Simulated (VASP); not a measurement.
# ZrIn2Se3 (P-4m2) in VASP: a series of runs

ZrIn2Se3 is run at these levels: PBE; tasks: relaxation of cell and atoms, single point.

Program: VASP 6.6.1. These are calculated values, not measurements. Logs are shortened: lines on timing, memory, paths and dates and some standing lists are left out, and cuts for length are marked.

### 1 The cell of the first run

Symmetry: P-4m2, No. 115, tetragonal system. Conventional cell: a = 3.881 Å, b = 3.881 Å, c = 8.705 Å, α = 90.00°, β = 90.00°, γ = 90.00°. Within 3.6 Å of Zr (site symmetry -4m2) lie 4 Se at 2.74 Å and 4 In at 3.02 Å. Within 3.9 Å of In (site symmetry 2mm) lie 7 Se at 2.94 to 3.03 Å and 2 Zr at 3.02 Å and 4 In at 3.88 Å. Within 3.9 Å of Se (site symmetry 2mm) lie 5 In at 2.94 to 3.03 Å and 10 Se at 3.39 to 3.88 Å and 2 Zr at 3.88 Å. Se (site symmetry -4m2) has 4 Zr at 2.74 Å and 4 In at 3.02 Å within 3.6 Å.

### 2 Relaxation of cell and atoms, PBE

Input file INCAR:

```
PREC     = Accurate       # precision mode
ENCUT    = 600            # plane-wave cutoff, eV
EDIFF    = 1E-6           # SCF threshold, eV
ISMEAR   = 0              # smearing method
SIGMA    = 0.1            # smearing width, eV
LREAL    = F              # projectors in reciprocal space
LASPH    = T              # aspherical terms in the spheres
NELM     = 100            # most SCF steps
ALGO     = Normal         # electronic algorithm
ISIF     = 3              # what is computed and relaxed
LWAVE    = F              # write WAVECAR
LCHARG   = F              # write CHGCAR
GGA      = PE             # functional
IBRION   = 2              # ionic algorithm
NSW      = 90             # ionic steps
EDIFFG   = -0.04          # ionic threshold
```

Input file KPOINTS:

```
Automatic mesh
0
Gamma
  4 4 2
```

Input file POSCAR:

```
ZrIn2Se3
1.0
    3.8810075800      0.0000000000      0.0000000000
    0.0000000000      3.8810075800      0.0000000000
    0.0000000000      0.0000000000      8.7045275900
Zr In Se
1 2 3
Direct
    0.5000000000      0.5000000000      0.0000000000
    0.5000000000      0.0000000000      0.7344790700
    0.0000000000      0.5000000000      0.2655209300
    0.5000000000      0.0000000000      0.3861632900
    0.0000000000      0.5000000000      0.6138367100
    0.0000000000      0.0000000000      0.0000000000
```

Potentials or basis: VASP PAW PBE potentials, release 64 (Zr_sv, In_d, Se).

Run with:

```bash
cat potpaw_PBE.64/Zr_sv/POTCAR potpaw_PBE.64/In_d/POTCAR potpaw_PBE.64/Se/POTCAR > POTCAR
mpirun -np 1 vasp_std > vasp.out
```

OUTCAR:

```text
PREC = Accurate
   ENCUT = 600
   EDIFF = 1E-6
   ISMEAR = 0
   LREAL = F
   LASPH = T
   NELM = 100
   ISIF = 3
   GGA = PE
   IBRION = 2
   NSW = 90
   EDIFFG = -0.04

 ion  position               nearest neighbor table
   1  0.500  0.500  0.000-   6 2.74   6 2.74   6 2.74   6 2.74   3 3.02   3 3.02   2 3.02   2 3.02

   2  0.500  0.000  0.734-   5 2.94   5 2.94   5 2.94   5 2.94   1 3.02   6 3.02   6 3.02   1 3.02
                             4 3.03
   3  0.000  0.500  0.266-   4 2.94   4 2.94   4 2.94   4 2.94   6 3.02   1 3.02   6 3.02   1 3.02
                             5 3.03
   4  0.500  0.000  0.386-   3 2.94   3 2.94   3 2.94   3 2.94   2 3.03
   5  0.000  0.500  0.614-   2 2.94   2 2.94   2 2.94   2 2.94   3 3.03
   6  0.000  0.000  0.000-   1 2.74   1 2.74   1 2.74   1 2.74   3 3.02   3 3.02   2 3.02   2 3.02

  LATTYP: Found a simple tetragonal cell.
 ALAT       =     3.8810075800
 C/A-ratio  =     2.2428525095

  Lattice vectors:

 A1 = (   3.8810075800,   0.0000000000,   0.0000000000)
 A2 = (   0.0000000000,   3.8810075800,   0.0000000000)
 A3 = (   0.0000000000,   0.0000000000,   8.7045275900)

Analysis of symmetry for initial positions (statically):
=====================================================================
 Subroutine PRICEL returns:
 Original cell was already a primitive cell.

 Routine SETGRP: Setting up the symmetry group for a
 simple tetragonal supercell.

 Subroutine GETGRP returns: Found  8 space group operations
 (whereof  8 operations were pure point group operations)
 out of a pool of 16 trial point group operations.

The static configuration has the point symmetry D_2d.

Analysis of symmetry for dynamics (positions and initial velocities):
=====================================================================
 Subroutine PRICEL returns:
 Original cell was already a primitive cell.

 Routine SETGRP: Setting up the symmetry group for a
 simple tetragonal supercell.

 Subroutine GETGRP returns: Found  8 space group operations
 (whereof  8 operations were pure point group operations)
 out of a pool of 16 trial point group operations.

The dynamic configuration has the point symmetry D_2d.

 Subroutine INISYM returns: Found  8 space group operations
 (whereof  8 operations are pure point group operations),
 and found     1 'primitive' translations

----------------------------------------------------------------------------------------

                                     Primitive cell

  volume of cell :     131.1095

  direct lattice vectors                    reciprocal lattice vectors
     3.881007580  0.000000000  0.000000000     0.257665047  0.000000000  0.000000000
     0.000000000  3.881007580  0.000000000     0.000000000  0.257665047  0.000000000
     0.000000000  0.000000000  8.704527590     0.000000000  0.000000000  0.114882742

  length of vectors
     3.881007580  3.881007580  8.704527590     0.257665047  0.257665047  0.114882742

  position of ions in fractional coordinates (direct lattice)
     0.500000000  0.500000000  0.000000000
     0.500000000  0.000000000  0.734479070
     0.000000000  0.500000000  0.265520930
     0.500000000  0.000000000  0.386163290
     0.000000000  0.500000000  0.613836710
     0.000000000  0.000000000  0.000000000

  ion indices of the primitive-cell ions
   primitive index   ion index
                 1           1
                 2           2
                 3           3
                 4           4
                 5           5
                 6           6

----------------------------------------------------------------------------------------

 KPOINTS: Automatic mesh

Automatic generation of k-mesh.
 Grid dimensions read from file:
 generate k-points for:    4    4    2

 Generating k-lattice:

  Cartesian coordinates                     Fractional coordinates (reciprocal lattice)
     0.064416262  0.000000000  0.000000000     0.250000000  0.000000000  0.000000000
     0.000000000  0.064416262  0.000000000     0.000000000  0.250000000  0.000000000
     0.000000000  0.000000000  0.057441371     0.000000000  0.000000000  0.500000000

  Length of vectors
     0.064416262  0.064416262  0.057441371

  Shift w.r.t. Gamma in fractional coordinates (k-lattice)
     0.000000000  0.000000000  0.000000000

 Subroutine IBZKPT returns following result:
 ===========================================

 Found     12 irreducible k-points:

 Following reciprocal coordinates:
            Coordinates               Weight
  0.000000  0.000000  0.000000      1.000000
  0.250000  0.000000  0.000000      4.000000
  0.500000  0.000000  0.000000      2.000000
  0.250000  0.250000  0.000000      4.000000
  0.500000  0.250000  0.000000      4.000000
  0.500000  0.500000  0.000000      1.000000
  0.000000  0.000000  0.500000      1.000000
  0.250000  0.000000  0.500000      4.000000
  0.500000  0.000000  0.500000      2.000000
  0.250000  0.250000  0.500000      4.000000
  0.500000  0.250000  0.500000      4.000000
  0.500000  0.500000  0.500000      1.000000
   k-points           NKPTS =     12   k-points in BZ     NKDIM =     12   number of bands    NBANDS=     33
   number of dos      NEDOS =    301   number of ions     NIONS =      6
   total plane-waves  NPLWV =  71680
   dimension x,y,z NGX =    32 NGY =   32 NGZ =   70
   dimension x,y,z NGXF=    64 NGYF=   64 NGZF=  140
   ions per type =               1   2   3
   NGX,Y,Z   is equivalent  to a cutoff of  13.71, 13.71, 13.37 a.u.
   NGXF,Y,Z  is equivalent  to a cutoff of  27.41, 27.41, 26.74 a.u.
 SYSTEM =  unknown system
   PREC   = accura    normal or accurate (medium, high low for compatibility)
   ISTART =      0    job   : 0-new  1-cont  2-samecut
   ICHARG =      2    charge: 1-file 2-atom 10-const
   ISPIN  =      1    spin polarized calculation?
   LNONCOLLINEAR =      F non collinear calculations
   LSORBIT =      F    spin-orbit coupling
   LASPH  =      T    aspherical Exc in radial PAW
   ENCUT  =  600.0 eV  44.10 Ry    6.64 a.u.   7.75  7.75 17.39*2*pi/ulx,y,z
   NELM   =    100;   NELMIN=  2; NELMDL= -5     # of ELM steps
   EDIFF  = 0.1E-05   stopping-criterion for ELM
   LREAL  =      F    real-space projection
   EDIFFG = -.4E-01   stopping-criterion for IOM
   NSW    =     90    number of steps for IOM
   IBRION =      2    ionic relax: 0-MD 1-quasi-New 2-CG
   NFREE  =      1    steps in history (QN), initial steepest desc. (CG)
   ISIF   =      3    stress and relaxation
   ISYM   =      2    0-nonsym 1-usesym 2-fastsym
   POTIM  = 0.5000    time-step for ionic-motion
   TEBEG  =    0.0;   TEEND  =   0.0 temperature during run
   PSTRESS=    0.0 pullay stress
   NELECT =      56.0000    total number of electrons
   NUPDOWN=      -1.0000    fix difference up-down
   EMIN   =  10.00;   EMAX   =-10.00  energy-range for DOS
   EFERMI =   0.00;   METHOD = LEGACY
   ISMEAR =     0;   SIGMA  =   0.10  broadening in eV -4-tet -1-fermi 0-gaus
   EFERMI_NEDOS =   21; number of points for ismear=-14 and -15
   IALGO  =     38    algorithm
   IMIX   =      4    mixing-type and parameters
     AMIX     =   0.40;   BMIX     =  1.00
     AMIX_MAG =   1.60;   BMIX_MAG =  1.00
  volume/ion in A,a.u.               =      21.85       147.46
  Fermi-wavevector in a.u.,A,eV,Ry     =   1.232895  2.329834 20.681267  1.520030
  Thomas-Fermi vector in A             =   2.367647
   LORBIT       =      0    0 simple, 1 ext, 2 COOP (PROOUT), +10 PAW based schemes
   GGA     = PE    functional components
   LHFCALC =     F    Hartree Fock is set to
   AEXX    =    0.0000 exact exchange contribution
   IVDW    =     0    specifies the selected vdW correction
   LEPSILON=     F    determine dielectric tensor
   LRPA    =     F    only Hartree local field effects (RPA)
 conjugate gradient relaxation of ions
 non-spin polarized calculation
 Gauss-broadening in eV      SIGMA  =   0.10
  energy-cutoff  :      600.00
  volume of cell :      131.11
 maximum number of plane-waves:      4398
 NGX is ok and might be reduce to    32
   NGX = 15   NGY = 15   NGZ = 35

--------------------------------------- Ionic step        1  -------------------------------------------

 number of electron      55.9999993 magnetization

 Free energy of the ion-electron system (eV)
  ---------------------------------------------------
  ext. energy  EPLUGINS =         0.00000000
  ---------------------------------------------------
  free energy    TOTEN  =       -25.83431031 eV

  energy without entropy =      -25.81819928  energy(sigma->0) =      -25.82625480

------------------------ aborting loop because EDIFF is reached ----------------------------------------

  FORCE on cell =-STRESS in cart. coord.  units (eV):
  Direction    XX          YY          ZZ          XY          YZ          ZX
  --------------------------------------------------------------------------------------
  -------------------------------------------------------------------------------------
  Total        2.1023608      2.1023608      7.5290745      0.0000000      0.0000000      0.0000000
  in kB       25.6911555     25.6911555     92.0063902      0.0000000      0.0000000      0.0000000
  external PRESSURE =      47.7962337 kB  Pullay stress =       0.0000000 kB
[... 101 lines left out ...]
  FREE ENERGIE OF THE ION-ELECTRON SYSTEM (eV)
  ---------------------------------------------------
  free  energy   TOTEN  =       -26.4308311870 eV

  energy  without entropy=      -26.4130256138  energy(sigma->0) =      -26.42192840

[... ionic steps 4 to 14 ...]

--------------------------------------- Ionic step       15  -------------------------------------------

 number of electron      55.9999995 magnetization

------------------------ aborting loop because EDIFF is reached ----------------------------------------

  FORCE on cell =-STRESS in cart. coord.  units (eV):
  Direction    XX          YY          ZZ          XY          YZ          ZX
  --------------------------------------------------------------------------------------
  -------------------------------------------------------------------------------------
  Total        0.1086007      0.1086007      0.1168231      0.0000000     -0.0000000      0.0000000
  in kB        1.2362011      1.2362011      1.3297964      0.0000000     -0.0000000      0.0000000
  external PRESSURE =       1.2673995 kB  Pullay stress =       0.0000000 kB
[... 65 lines left out ...]
  energy  without entropy=      -26.7099671300  energy(sigma->0) =      -26.71636364

--------------------------------------- Ionic step       17  -------------------------------------------

 number of electron      55.9999998 magnetization

 Free energy of the ion-electron system (eV)
  ---------------------------------------------------
  ext. energy  EPLUGINS =         0.00000000
  ---------------------------------------------------
  free energy    TOTEN  =       -26.72318376 eV

  energy without entropy =      -26.71062732  energy(sigma->0) =      -26.71690554

 E-fermi :   6.9530     XC(G=0): -10.2777

 val. band max:        6.9230045624   @ k =   0.0000   0.0000   0.0000
 cond. band min:       6.9806387102   @ k =   0.5000   0.5000   0.0000
 fundamental gap:      0.0576341478
 Fermi energy:         6.9530017228

 k-point     1 :       0.0000    0.0000    0.0000
  band No.  band energies     occupation
      1     -43.4710      2.00000
      2     -21.4679      2.00000
      3     -21.4538      2.00000
      4     -21.4538      2.00000
      5      -8.0704      2.00000
      6      -7.9518      2.00000
[... 454 lines left out ...]
  FREE ENERGIE OF THE ION-ELECTRON SYSTEM (eV)
  ---------------------------------------------------
  free  energy   TOTEN  =       -26.7231837593 eV

  energy  without entropy=      -26.7106273196  energy(sigma->0) =      -26.71690554

 reached required accuracy - stopping structural energy minimisation
```

Run time: 11 min. Hardware: 1 thread of Intel Xeon 6975P-C, shared host; peak memory 0.3 GiB.

Results:

```yaml
Free_energy: -26.7232 eV
Relaxed_volume: 23.40 Å³/atom
Relaxed_cell: a = 3.925 Å, b = 3.925 Å, c = 9.115 Å, α = 90.00°, β = 90.00°, γ = 90.00°
Space_group_after_relaxing_to_0.05_Å: P-4m2 (No. 115)
Energy_gained_by_relaxing: 148.1 meV/atom
Ionic_steps: 17
Pressure_after_relaxing: 0.3 GPa
Largest_force_after_relaxing: 0.040 eV/Å
Band_gap_on_the_k_mesh: zero (band 28 reaches 7.42 eV, above the bottom of band 29 at 6.30 eV)
```

Forces in eV/Å, atoms in the order of the input:
```
Zr   0.000  0.000  0.000
In   0.000  0.000 -0.017
In   0.000  0.000  0.017
Se   0.000  0.000  0.040
Se   0.000  0.000 -0.040
Se   0.000  0.000  0.000
```

Step by step:
```tsv
step	energy change (eV)	largest force (eV/Å)	pressure (GPa)	volume (Å³)
1	0.0000	1.8979	4.78	131.11
2	-0.5617	0.9805	-1.95	143.79
3	-0.5965	0.7747	-3.43	148.10
4	-0.8407	0.1978	0.35	142.18
5	-0.8407	0.1944	0.38	142.14
6	-0.8514	0.1420	0.03	142.92
7	-0.8612	0.0562	-0.69	144.63
8	-0.8694	0.0351	-0.32	143.60
9	-0.8761	0.0644	0.51	141.52
10	-0.8816	0.0648	0.32	141.45
11	-0.8865	0.0589	0.01	141.26
12	-0.8866	0.0637	-0.04	141.23
13	-0.8866	0.0650	-0.04	141.22
14	-0.8872	0.0579	0.00	141.10
15	-0.8884	0.0485	0.13	140.75
16	-0.8884	0.0271	0.40	140.05
17	-0.8889	0.0397	0.25	140.41
```

Final structure:
```cif
data_structure
_symmetry_space_group_name_H-M 'P 1'
_symmetry_Int_Tables_number 1
_cell_length_a 3.9248
_cell_length_b 3.9248
_cell_length_c 9.1152
_cell_angle_alpha 90.000
_cell_angle_beta 90.000
_cell_angle_gamma 90.000
_cell_volume 140.41
loop_
_atom_site_label
_atom_site_type_symbol
_atom_site_fract_x
_atom_site_fract_y
_atom_site_fract_z
_atom_site_occupancy
Zr1 Zr 0.50000 0.50000 0.00000 1
In1 In 0.50000 0.00000 0.69687 1
In2 In 0.00000 0.50000 0.30313 1
Se1 Se 0.50000 0.00000 0.36219 1
Se2 Se 0.00000 0.50000 0.63781 1
Se3 Se 0.00000 0.00000 0.00000 1
```

Levels at points of the mesh, in eV from the Fermi level:
```tsv
k point	band 24	band 25	band 26	band 27	band 28	band 29	band 30	band 31	band 32	band 33
(0.00, 0.00, 0.00)	-2.64	-2.58	-2.38	-2.38	-2.22	-0.03	0.34	0.46	0.46	0.97
(0.50, 0.00, 0.00)	-2.74	-1.59	-1.55	-0.51	0.46	0.74	0.79	1.19	1.60	2.84
(0.50, 0.50, 0.00)	-4.30	-4.30	-2.31	-1.41	-1.41	-0.65	-0.65	0.03	1.59	1.69
(0.00, 0.00, 0.50)	-3.07	-2.07	-2.07	-1.97	-1.08	-0.41	-0.03	0.08	0.38	0.38
(0.50, 0.00, 0.50)	-1.60	-1.58	-1.56	-0.96	0.29	0.54	1.06	1.42	1.75	2.61
(0.50, 0.50, 0.50)	-3.62	-3.62	-2.80	-2.80	-2.71	0.45	0.64	0.64	1.68	1.74
```

Caveat: the k points lie up to 0.40 Å⁻¹ apart in the final cell; spin-orbit coupling is left out, which moves the levels of the heavy elements.

### 3 Single point, PBE

This run uses another cell than the first one, of 23.55 Å³/atom, 1.078 times its volume.

Input file INCAR:

```
SYSTEM = ZrIn2Se3
  ALGO = Normal
  EDIFF = 1E-6
  ENCUT = 520
  GGA = PE
  ISIF = 2
  ISMEAR = 0
  LASPH = .True.
  LCHARG = .False.
  LREAL = .False.
  LWAVE = .False.
  NBANDS = 37
  NELM = 60
  PREC = Accurate
  SIGMA = 0.1
```

Input file KPOINTS:

```
k-points
0
Gamma
  10 10 4
  0 0 0
```

Input file POSCAR:

```
ZrIn2Se3
1.0
    3.9170984831      0.0000000000      0.0000000000
    0.0000000000      3.9170984831      0.0000000000
    0.0000000000      0.0000000000      9.2099205252
Zr In Se
1 2 3
Direct
    0.5000000000      0.5000000000      0.0000000000
    0.5000000000      0.0000000000      0.6988574025
    0.0000000000      0.5000000000      0.3011425975
    0.5000000000      0.0000000000      0.3655687045
    0.0000000000      0.5000000000      0.6344312955
    0.0000000000      0.0000000000      0.0000000000
```

Potentials or basis: VASP PAW PBE potentials, release 64 (Zr_sv, In_d, Se).

Run with:

```bash
cat potpaw_PBE.64/Zr_sv/POTCAR potpaw_PBE.64/In_d/POTCAR potpaw_PBE.64/Se/POTCAR > POTCAR
mpirun -np 1 vasp_std > vasp.out
```

Wall time 5.2 min (1 thread of Intel Xeon 6975P-C, shared host); peak memory 0.45 GiB.

The run converged. Its results:

* Free energy: -26.6551 eV
* Pressure: 0.0 GPa
* Largest force: 0.004 eV/Å
* Band gap on the k mesh: zero (band 28 reaches 7.42 eV, above the bottom of band 29 at 6.23 eV)

Forces on the atoms (eV/Å):
```
Zr   0.000  0.000  0.000
In   0.000  0.000  0.004
In   0.000  0.000 -0.004
Se   0.000  0.000  0.000
Se   0.000  0.000  0.000
Se   0.000  0.000  0.000
```

Levels at points of the mesh, in eV from the Fermi level:
```tsv
k point	band 26	band 27	band 28	band 29	band 30	band 31
(0.00, 0.00, 0.00)	-2.32	-2.32	-2.18	0.01	0.41	0.48
(0.50, 0.00, 0.00)	-1.54	-0.60	0.51	0.72	0.77	1.23
(0.50, 0.50, 0.00)	-2.35	-1.45	-1.45	-0.65	-0.65	0.01
(0.00, 0.00, 0.50)	-2.04	-1.99	-1.16	-0.41	0.01	0.13
(0.50, 0.00, 0.50)	-1.55	-1.01	0.24	0.58	1.10	1.38
(0.50, 0.50, 0.50)	-2.75	-2.74	-2.74	0.44	0.57	0.57
```

Caveat: spin-orbit coupling is left out, which moves the levels of the heavy elements.

(Part 1 of 2 ends here.)
